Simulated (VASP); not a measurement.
TiB2:

```
Ti B
1.0
     3.02920    0.00000    0.00000
    -1.51460    2.62336    0.00000
     0.00000    0.00000    3.22840
Ti B
1 2
Direct
  0.00000 0.00000 0.00000
  0.33333 0.66667 0.50000
  0.66667 0.33333 0.50000
```

* Program: VASP 6.6.1
* Task: relaxation of cell and atoms
* Functional: PBEsol
* Potentials or basis: VASP PAW PBE potentials, release 64 (Ti_sv, B)
* Cutoff: 600 eV
* k mesh: 12 × 12 × 10
* Occupations: fermi-dirac, width 0.05 eV
* Spin: collinear spin
* Starting moments: [0.2, 0.2, 0.2] μB

At the start: pressure -4.8 GPa; volume 8.55 Å³/atom.

Question: How do energy, volume and symmetry change on relaxing?

Answer: Over 4 steps the energy falls by 3.1 meV/atom and the volume is 8.38 Å³/atom (-2.0 %); space group P6/mmm (No. 191, to 0.1 Å) before and after; moment 0.00 μB per cell.

The path:
```
step  energy change (eV)  largest force (eV/Å)  pressure (GPa)  volume (Å³)
   1              0.0000                0.0000           -4.84        25.66
   2             -0.0023                0.0000            4.95        24.71
   3             -0.0085                0.0000            0.31        25.14
   4             -0.0093                0.0000            0.01        25.15
```

Final structure:
```yaml
crystal:
  lattice:
    - [3.01877, 0.00000, 0.00000]
    - [-1.50939, 2.61433, 0.00000]
    - [0.00000, 0.00000, 3.18612]
  atoms:
    - { symbol: Ti, position: [0.00000, 0.00000, 0.00000] }
    - { symbol: B, position: [0.33333, 0.66667, 0.50000] }
    - { symbol: B, position: [0.66667, 0.33333, 0.50000] }
```

Caveat: the PAW data sets were made with another functional, which shifts forces and pressure a little.
